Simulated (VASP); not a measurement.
Input of a VASP 6.6.1 run:

POSCAR

```
InP
1.0
    0.0000000000      2.9537876370      2.9537876370
    2.9537876370      0.0000000000      2.9537876370
    2.9537876370      2.9537876370      0.0000000000
In P
1 1
Direct
    0.0000000000      0.0000000000      0.0000000000
    0.2500000000      0.2500000000      0.2500000000
```

The input INCAR.step1:

```
SYSTEM = InP
ALGO     = Normal         ! electronic algorithm
EDIFF    = 1E-5           ! SCF threshold, eV
ENCUT    = 520            ! plane-wave cutoff, eV
GGA      = PE             ! functional
ISIF     = 2              ! what is computed and relaxed
ISMEAR   = 0              ! smearing method
LASPH    = .True.         ! aspherical terms in the spheres
LCHARG   = .False.        ! write CHGCAR
LREAL    = .False.        ! projectors in reciprocal space
LWAVE    = .True.         ! write WAVECAR
NBANDS   = 16             ! bands
NELM     = 100            ! most SCF steps
PREC     = Accurate       ! precision mode
SIGMA    = 0.01           ! smearing width, eV
```

INCAR.step2

```
SYSTEM = InP
ALGO     = Normal         ! electronic algorithm
EDIFF    = 1E-6           ! SCF threshold, eV
ENCUT    = 520            ! plane-wave cutoff, eV
GGA      = PE             ! functional
HFSCREEN = 0.2079         ! screening, 1/A
ISIF     = 2              ! what is computed and relaxed
ISMEAR   = 0              ! smearing method
ISTART   = 1            
LASPH    = .True.         ! aspherical terms in the spheres
LCHARG   = .False.        ! write CHGCAR
LHFCALC  = .True.         ! exact exchange
LREAL    = .False.        ! projectors in reciprocal space
LWAVE    = .False.        ! write WAVECAR
NBANDS   = 16             ! bands
NELM     = 100            ! most SCF steps
PREC     = Accurate       ! precision mode
PRECFOCK = Normal       
SIGMA    = 0.01           ! smearing width, eV
```

File KPOINTS:

```
k-points
0
Gamma
  6 6 6
  0 0 0
```

Potentials or basis: VASP PAW PBE potentials, release 64 (In_d, P).

The run is started by

```console
$ cat potpaw_PBE.64/In_d/POTCAR potpaw_PBE.64/P/POTCAR > POTCAR
$ cp INCAR.step1 INCAR
$ mpirun -np 1 vasp_std > vasp.out
$ cp INCAR.step2 INCAR
$ mpirun -np 1 vasp_std > vasp.out
```

Problem. Predict the pressure.

Solution. -0.4 GPa.

Problem. What does it give for the band gap on the k mesh?

Solution. 1.35 eV.

Caveat: the PAW data sets were made with another functional, which shifts forces and pressure a little; spin-orbit coupling is left out, which moves the levels of the heavy elements.
